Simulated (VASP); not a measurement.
# ZnO (P6_3mc) in VASP: a series of runs, part 2 of 2

VASP 6.6.1. Earlier steps stand in the parts before.

**4. Single point, PBE (equal xx and yy strain of -2 %)**

INCAR reads:

```
ALGO = Normal ; EDIFF = 1E-7
ENCUT = 520 ; GGA = PE
ISIF = 2 ; ISMEAR = -1
LASPH = T ; LCHARG = F
LREAL = F ; LWAVE = F
NBANDS = 26 ; NELM = 100
PREC = Accurate ; SIGMA = 0.02
```

KPOINTS reads:

```
k-points
0
Gamma
  11 11 6
```

POSCAR reads:

```
ZnO
1.0
    3.1844107494      0.0000000000      0.0000000000
   -1.5922053747      2.7577806051      0.0000000000
    0.0000000000      0.0000000000      5.2038000000
Zn O
2 2
Direct
    0.3333333333      0.6666666667      0.0000000000
    0.6666666667      0.3333333333      0.5000000000
    0.3333333333      0.6666666667      0.3821000000
    0.6666666667      0.3333333333      0.8821000000
```

Potentials or basis: VASP PAW PBE potentials, release 64 (Zn, O).

Launch:

```sh
> cat potpaw_PBE.64/Zn/POTCAR potpaw_PBE.64/O/POTCAR > POTCAR
> mpirun -np 1 vasp_std > vasp.out
```

OUTCAR:

```text
EDIFF = 1E-7
   ENCUT = 520
   GGA = PE
   ISIF = 2
   ISMEAR = -1
   LASPH = T
   LREAL = F
   NELM = 100
   PREC = Accurate

 ion  position               nearest neighbor table
   1  0.333  0.667  0.000-   4 1.94   4 1.94   4 1.94   3 1.99
   2  0.667  0.333  0.500-   3 1.94   3 1.94   3 1.94   4 1.99
   3  0.333  0.667  0.382-   2 1.94   2 1.94   2 1.94   1 1.99
   4  0.667  0.333  0.882-   1 1.94   1 1.94   1 1.94   2 1.99

  LATTYP: Found a hexagonal cell.
 ALAT       =     3.1844107494
[... 888 lines left out ...]
     25      14.9301      0.00000
     26      16.4596      0.00000

 [... further k-points ...]
[... 5 lines left out ...]
  --------------------------------------------------------------------------------------
  -------------------------------------------------------------------------------------
  Total        4.2129328      4.2129328      2.7056895      0.0000000      0.0000000      0.0000000
  in kB      147.7017775    147.7017775     94.8591318      0.0000000      0.0000000      0.0000000
  external PRESSURE =     130.0875623 kB  Pullay stress =       0.0000000 kB

 VOLUME and BASIS-vectors are now :
 -----------------------------------------------------------------------------
  energy-cutoff  :      520.00
  volume of cell :       45.70
      direct lattice vectors                 reciprocal lattice vectors
     3.184410749  0.000000000  0.000000000     0.314029841  0.181305213  0.000000000
    -1.592205375  2.757780605  0.000000000     0.000000000  0.362610426  0.000000000
     0.000000000  0.000000000  5.203800000     0.000000000  0.000000000  0.192167262

 POSITION                                       TOTAL-FORCE (eV/Angst)
 -----------------------------------------------------------------------------------
     -0.00000      1.83852      0.00000         0.000000     -0.000000      0.258197
      1.59221      0.91926      2.60190        -0.000000      0.000000      0.258197
     -0.00000      1.83852      1.98837         0.000000      0.000000     -0.258197
      1.59221      0.91926      4.59027         0.000000     -0.000000     -0.258197
 -----------------------------------------------------------------------------------
    total drift:                                0.000000      0.000001     -0.000298

  FREE ENERGIE OF THE ION-ELECTRON SYSTEM (eV)
  ---------------------------------------------------
  free  energy   TOTEN  =       -17.7009722958 eV

  energy  without entropy=      -17.7009722958  energy(sigma->0) =      -17.70097230
```

OSZICAR:

```text
N       E                     dE             d eps       ncg     rms          rms(c)
DAV:   1     0.293282287313E+03    0.29328E+03   -0.18296E+04  3416   0.205E+03
DAV:   2     0.950564927702E+01   -0.28378E+03   -0.26648E+03  3474   0.412E+02
DAV:   3    -0.203941505508E+02   -0.29900E+02   -0.29521E+02  3690   0.137E+02
DAV:   4    -0.209530803317E+02   -0.55893E+00   -0.55772E+00  3712   0.190E+01
DAV:   5    -0.209558231080E+02   -0.27428E-02   -0.27425E-02  3614   0.138E+00    0.157E+01
DAV:   6    -0.175189039988E+02    0.34369E+01   -0.64954E+00  5118   0.605E+01    0.976E+00
DAV:   7    -0.177377096007E+02   -0.21881E+00   -0.29751E+00  3424   0.168E+01    0.577E+00
DAV:   8    -0.177493055112E+02   -0.11596E-01   -0.47985E-01  4956   0.770E+00    0.164E+00
DAV:   9    -0.176980745719E+02    0.51231E-01   -0.10568E-01  4956   0.659E+00    0.289E-01
DAV:  10    -0.177009081614E+02   -0.28336E-02   -0.37635E-02  3382   0.133E+00    0.139E-01
DAV:  11    -0.177009295894E+02   -0.21428E-04   -0.51390E-04  3510   0.194E-01    0.362E-02
DAV:  12    -0.177009731228E+02   -0.43533E-04   -0.55092E-05  3934   0.118E-01    0.237E-02
DAV:  13    -0.177009761619E+02   -0.30391E-05   -0.13841E-05  3602   0.494E-02    0.156E-02
DAV:  14    -0.177009725361E+02    0.36258E-05   -0.72774E-06  4864   0.345E-02    0.218E-03
DAV:  15    -0.177009723569E+02    0.17921E-06   -0.19369E-06  3480   0.126E-02    0.104E-03
DAV:  16    -0.177009722958E+02    0.61159E-07   -0.23468E-08  1814   0.207E-03
   1 F= -.17700972E+02 E0= -.17700972E+02  d E =-.109045E-10
```

Run time: 96 s. Hardware: 1 thread of Intel Xeon 8259CL, shared host; peak memory 0.2 GiB.

What came out:

* Free energy: -17.7010 eV
* Pressure: 13.0 GPa
* Largest force: 0.258 eV/Å
* Band gap on the k mesh: 0.82 eV

Forces in eV/Å, atoms in the order of the input:
```
Zn   0.000  0.000  0.258
Zn   0.000  0.000  0.258
O    0.000  0.000 -0.258
O    0.000  0.000 -0.258
```

Stress tensor (GPa, compression positive):
```
14.77  0.00  0.00
 0.00 14.77  0.00
 0.00  0.00  9.49
```

Caveat: the cell differs from its parent crystal (equal xx and yy strain of -2 %); the cell stands under pressure.

**5. Summary**

| cell | gap on the mesh (eV) | pressure (GPa) | largest force (eV/Å) |
| --- | --- | --- | --- |
| a = 3.249, b = 3.249, c = 5.152 Å, angles 90.0, 90.0, 120.0°, 4 atoms | 0.82 | 7.6 | 0.07 |
| a = 3.249, b = 3.249, c = 5.308 Å, angles 90.0, 90.0, 120.0°, 4 atoms | 0.73 | 3.2 | 0.19 |
| a = 3.184, b = 3.184, c = 5.204 Å, angles 90.0, 90.0, 120.0°, 4 atoms | 0.82 | 13.0 | 0.26 |

Alike in all rows: task single point; level PBE; potentials or basis VASP PAW PBE potentials, release 64 (Zn, O); no spin polarisation; k mesh 11 × 11 × 6; cutoff (eV) 520; smearing fermi-dirac 0.02 eV.

Caveats: the cell stands under pressure.

Total energies depend on the potentials used, so only differences within one code and one set of settings carry meaning.
